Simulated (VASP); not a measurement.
# Ti (Pm-3m) in VASP: notebook

The runs below take Ti through single point, with LDA.

Program: VASP 6.6.1. These are calculated values, not measurements. Logs are shortened: lines on timing, memory, paths and dates and some standing lists are left out, and cuts for length are marked.

## (1) The cell of the first run

Symmetry: Pm-3m, No. 221, cubic system. The conventional cell has a = 1.879 Å, b = 1.879 Å, c = 1.879 Å, α = 90.00°, β = 90.00°, γ = 90.00°. Within 2.5 Å of Ti (site symmetry m-3m) lie 6 Ti at 1.88 Å.

## (2) Single point, LDA (volume scaled by 0.4)

INCAR reads:

```
SYSTEM = Ti
ALGO = Normal
EDIFF = 1E-6
ENCUT = 520
ISIF = 2
ISMEAR = -1
LASPH = .True.
LCHARG = .True.
LELF = .True.
LREAL = .False.
LVHAR = .True.
LWAVE = .False.
NBANDS = 12
NELM = 80
PREC = Accurate
SIGMA = 0.05
```

KPOINTS reads:

```
k-points
0
Gamma
  15 15 15
  0 0 0
```

POSCAR reads:

```
Ti
1.0
    1.8789158486      0.0000000000      0.0000000000
    0.0000000000      1.8789158486      0.0000000000
    0.0000000000      0.0000000000      1.8789158486
Ti
1
Direct
    0.0000000000      0.0000000000      0.0000000000
```

Potentials or basis: VASP PAW LDA potentials, release 64 (Ti_sv).

The run is started by

```sh
cat potpaw_LDA.64/Ti_sv/POTCAR > POTCAR
mpirun -np 1 vasp_std > vasp.out
```

OUTCAR:

```text
SYSTEM = Ti
   EDIFF = 1E-6
   ENCUT = 520
   ISIF = 2
   ISMEAR = -1
   LASPH = .True.
   LREAL = .False.
   NELM = 80
   PREC = Accurate

 ion  position               nearest neighbor table
   1  0.000  0.000  0.000-

  LATTYP: Found a simple cubic cell.
 ALAT       =     1.8789158486

  Lattice vectors:

 A1 = (   1.8789158486,   0.0000000000,   0.0000000000)
 A2 = (   0.0000000000,   1.8789158486,   0.0000000000)
 A3 = (   0.0000000000,   0.0000000000,   1.8789158486)

Analysis of symmetry for initial positions (statically):
=====================================================================
 Subroutine PRICEL returns:
 Original cell was already a primitive cell.

 Routine SETGRP: Setting up the symmetry group for a
 simple cubic supercell.

 Subroutine GETGRP returns: Found 48 space group operations
 (whereof 48 operations were pure point group operations)
 out of a pool of 48 trial point group operations.

The static configuration has the point symmetry O_h .

Analysis of symmetry for dynamics (positions and initial velocities):
=====================================================================
 Subroutine PRICEL returns:
 Original cell was already a primitive cell.

 Routine SETGRP: Setting up the symmetry group for a
 simple cubic supercell.

 Subroutine GETGRP returns: Found 48 space group operations
 (whereof 48 operations were pure point group operations)
 out of a pool of 48 trial point group operations.

The dynamic configuration has the point symmetry O_h .

 Subroutine INISYM returns: Found 48 space group operations
 (whereof 48 operations are pure point group operations),
 and found     1 'primitive' translations

----------------------------------------------------------------------------------------

                                     Primitive cell

  volume of cell :       6.6332

  direct lattice vectors                    reciprocal lattice vectors
     1.878915849  0.000000000  0.000000000     0.532221813  0.000000000  0.000000000
     0.000000000  1.878915849  0.000000000     0.000000000  0.532221813  0.000000000
     0.000000000  0.000000000  1.878915849     0.000000000  0.000000000  0.532221813

  length of vectors
     1.878915849  1.878915849  1.878915849     0.532221813  0.532221813  0.532221813

  position of ions in fractional coordinates (direct lattice)
     0.000000000  0.000000000  0.000000000

  ion indices of the primitive-cell ions
   primitive index   ion index
                 1           1

----------------------------------------------------------------------------------------

 KPOINTS: k-points

[... 73 lines left out ...]
   ISIF   =      2    stress and relaxation
   ISYM   =      2    0-nonsym 1-usesym 2-fastsym
   POTIM  = 0.5000    time-step for ionic-motion
   TEBEG  =    0.0;   TEEND  =   0.0 temperature during run
   PSTRESS=    0.0 pullay stress
   NELECT =      12.0000    total number of electrons
   NUPDOWN=      -1.0000    fix difference up-down
   EMIN   =  10.00;   EMAX   =-10.00  energy-range for DOS
   EFERMI =   0.00;   METHOD = LEGACY
   ISMEAR =    -1;   SIGMA  =   0.05  broadening in eV -4-tet -1-fermi 0-gaus
   EFERMI_NEDOS =   21; number of points for ismear=-14 and -15
   IALGO  =     38    algorithm
   IMIX   =      4    mixing-type and parameters
     AMIX     =   0.40;   BMIX     =  1.00
     AMIX_MAG =   1.60;   BMIX_MAG =  1.00
  volume/ion in A,a.u.               =       6.63        44.76
  Fermi-wavevector in a.u.,A,eV,Ry     =   1.994778  3.769584 54.139480  3.979140
  Thomas-Fermi vector in A             =   3.011627
   LORBIT       =      0    0 simple, 1 ext, 2 COOP (PROOUT), +10 PAW based schemes
   GGA     = CA    functional components
   LHFCALC =     F    Hartree Fock is set to
   AEXX    =    0.0000 exact exchange contribution
   IVDW    =     0    specifies the selected vdW correction
   LEPSILON=     F    determine dielectric tensor
   LRPA    =     F    only Hartree local field effects (RPA)
 non-spin polarized calculation
  energy-cutoff  :      520.00
  volume of cell :        6.63
 maximum number of plane-waves:       187
 NGX is ok and might be reduce to    14
   NGX =  7   NGY =  7   NGZ =  7

 number of electron      11.9999997 magnetization

 Free energy of the ion-electron system (eV)
  ---------------------------------------------------
  ext. energy  EPLUGINS =         0.00000000
  ---------------------------------------------------
  free energy    TOTEN  =        -0.58133387 eV

  energy without entropy =       -0.57587667  energy(sigma->0) =       -0.57860527

 E-fermi :  22.8842     XC(G=0): -17.2069

 val. band max:       22.8786337110   @ k =   0.4000   0.4000   0.2000
 cond. band min:      22.8974746919   @ k =   0.4000   0.3333   0.0667
 fundamental gap:      0.0188409810
 Fermi energy:        22.8841823095

 k-point     1 :       0.0000    0.0000    0.0000
  band No.  band energies     occupation
      1     -36.7435      2.00000
      2      -6.0795      2.00000
      3      -6.0795      2.00000
      4      -6.0795      2.00000
      5      16.8135      2.00000
      6      16.8135      2.00000
      7      18.9135      2.00000
      8      33.2037      0.00000
      9      33.2037      0.00000
     10      33.2037      0.00000
     11      54.8708      0.00000
     12      54.8708      0.00000
[... 331 lines left out ...]
 k-point    24 :       0.3333    0.2000    0.0000
  band No.  band energies     occupation
      1     -34.0669      2.00000
      2     -13.1747      2.00000
      3      -8.8126      2.00000
      4      -4.8915      2.00000
      5      19.9344      2.00000
      6      20.5136      2.00000
      7      25.9500      0.00000
      8      28.1370      0.00000
      9      31.2638      0.00000
     10      31.6590      0.00000
     11      45.3095      0.00000
     12      51.5099      0.00000

 [... further k-points ...]
[... 5 lines left out ...]
  --------------------------------------------------------------------------------------
  -------------------------------------------------------------------------------------
  Total       21.9721356     21.9721356     21.9721356      0.0000000      0.0000000      0.0000000
  in kB     5307.1439166   5307.1439166   5307.1439166      0.0000000      0.0000000      0.0000000
  external PRESSURE =    5307.1439166 kB  Pullay stress =       0.0000000 kB

 VOLUME and BASIS-vectors are now :
 -----------------------------------------------------------------------------
  energy-cutoff  :      520.00
  volume of cell :        6.63
      direct lattice vectors                 reciprocal lattice vectors
     1.878915849  0.000000000  0.000000000     0.532221813  0.000000000  0.000000000
     0.000000000  1.878915849  0.000000000     0.000000000  0.532221813  0.000000000
     0.000000000  0.000000000  1.878915849     0.000000000  0.000000000  0.532221813

 POSITION                                       TOTAL-FORCE (eV/Angst)
 -----------------------------------------------------------------------------------
      0.00000      0.00000      0.00000         0.000000      0.000000      0.000000
 -----------------------------------------------------------------------------------
    total drift:                               -0.000000     -0.000000     -0.000000

  FREE ENERGIE OF THE ION-ELECTRON SYSTEM (eV)
  ---------------------------------------------------
  free  energy   TOTEN  =        -0.5813338676 eV

  energy  without entropy=       -0.5758766748  energy(sigma->0) =       -0.57860527
```

OSZICAR:

```text
N       E                     dE             d eps       ncg     rms          rms(c)
DAV:   1     0.802613853421E+02    0.80261E+02   -0.64274E+03  3008   0.144E+03
DAV:   2     0.160080483111E+01   -0.78661E+02   -0.75127E+02  2988   0.308E+02
DAV:   3    -0.242456472163E+00   -0.18433E+01   -0.18043E+01  3108   0.502E+01
DAV:   4    -0.267899352122E+00   -0.25443E-01   -0.25387E-01  3228   0.516E+00
DAV:   5    -0.268215201905E+00   -0.31585E-03   -0.31583E-03  3092   0.473E-01    0.390E+01
DAV:   6    -0.330370697817E+00   -0.62155E-01   -0.21018E-01  3576   0.217E+00    0.230E+01
DAV:   7    -0.549294979099E+00   -0.21892E+00   -0.51225E-01  4072   0.384E+00    0.225E+00
DAV:   8    -0.582888514526E+00   -0.33594E-01   -0.15844E-01  2896   0.433E+00    0.602E-01
DAV:   9    -0.580778746729E+00    0.21098E-02   -0.77113E-03  3048   0.101E+00    0.159E-01
DAV:  10    -0.581335688179E+00   -0.55694E-03   -0.18394E-03  3096   0.416E-01    0.573E-02
DAV:  11    -0.581335861298E+00   -0.17312E-06   -0.15544E-04  3236   0.139E-01    0.224E-02
DAV:  12    -0.581333540279E+00    0.23210E-05   -0.12802E-05  3036   0.448E-02    0.255E-03
DAV:  13    -0.581333867573E+00   -0.32729E-06   -0.39143E-07  2132   0.634E-03
   1 F= -.58133387E+00 E0= -.57860527E+00  d E =-.545719E-02
```

Wall time 3.8 s (1 thread of Intel Xeon 6975P-C, shared host); peak memory 0.11 GiB.

Results:

```
Free energy            : -0.5813 eV
Pressure               : 530.7 GPa
Band gap on the k mesh : zero (band 6 reaches 24.73 eV, above the bottom of band 7 at 16.19 eV)
```

Levels at points of the mesh, in eV from the Fermi level:
```
           k point  band 4  band 5  band 6  band 7  band 8  band 9
(0.00, 0.00, 0.00)  -28.96   -6.07   -6.07   -3.97   10.32   10.32
```

## (3) Single point, LDA (volume scaled by 0.4)

INCAR reads:

```
PREC = Accurate ; ENCUT = 520
EDIFF = 1E-7 ; ISMEAR = -1
SIGMA = 0.05 ; LREAL = False
LASPH = True ; NELM = 80
ALGO = Normal ; ISIF = 2
LWAVE = False ; LCHARG = False
GGA = CA ; NBANDS = 12
```

KPOINTS reads:

```
Automatic mesh
0
Gamma
  15 15 15
```

POSCAR is that of step 2.

Potentials or basis: VASP PAW LDA potentials, release 64 (Ti_sv).

The run is started by

```sh
cat potpaw_LDA.64/Ti_sv/POTCAR > POTCAR
mpirun -np 1 vasp_std > vasp.out
```

It took 4.3 s on 1 thread of Intel Xeon 6975P-C, shared host; peak memory 0.11 GiB.

Results (log left out):

| Quantity | Value |
| --- | --- |
| Free energy | -0.5813 eV |
| Pressure | 530.6 GPa |
| Band gap on the k mesh | zero (band 6 reaches 24.73 eV, above the bottom of band 7 at 16.19 eV) |

Levels at points of the mesh, in eV from the Fermi level:
```
           k point  band 4  band 5  band 6  band 7  band 8  band 9
(0.00, 0.00, 0.00)  -28.96   -6.07   -6.07   -3.97   10.32   10.32
```

## (4) Single point, LDA (volume scaled by 0.4)

INCAR reads:

```
SYSTEM = Ti
PREC = Accurate
ENCUT = 520
EDIFF = 1E-7
ISMEAR = -1
SIGMA = 0.05
LREAL = .FALSE.
LASPH = .TRUE.
NELM = 100
ALGO = Normal
ISIF = 2
LWAVE = .FALSE.
LCHARG = .FALSE.
GGA = CA
NBANDS = 12
```

KPOINTS reads:

```
regular mesh
0
G
  15 15 15
  0 0 0
```

POSCAR is that of step 3.

The run is started by

```sh
cat potpaw_LDA.64/Ti_sv/POTCAR > POTCAR
mpirun -np 1 vasp_std > vasp.out
```

It took 3.8 s on 1 thread of Intel Xeon 6975P-C, shared host; peak memory 0.11 GiB.

Results (log left out):

```yaml
Free_energy: -0.5813 eV
Pressure: 530.6 GPa
Band_gap_on_the_k_mesh: zero (band 6 reaches 24.73 eV, above the bottom of band 7 at 16.19 eV)
```

Levels at points of the mesh, in eV from the Fermi level:
```csv
k point,band 4,band 5,band 6,band 7,band 8,band 9
"(0.00, 0.00, 0.00)",-28.96,-6.07,-6.07,-3.97,10.32,10.32
```
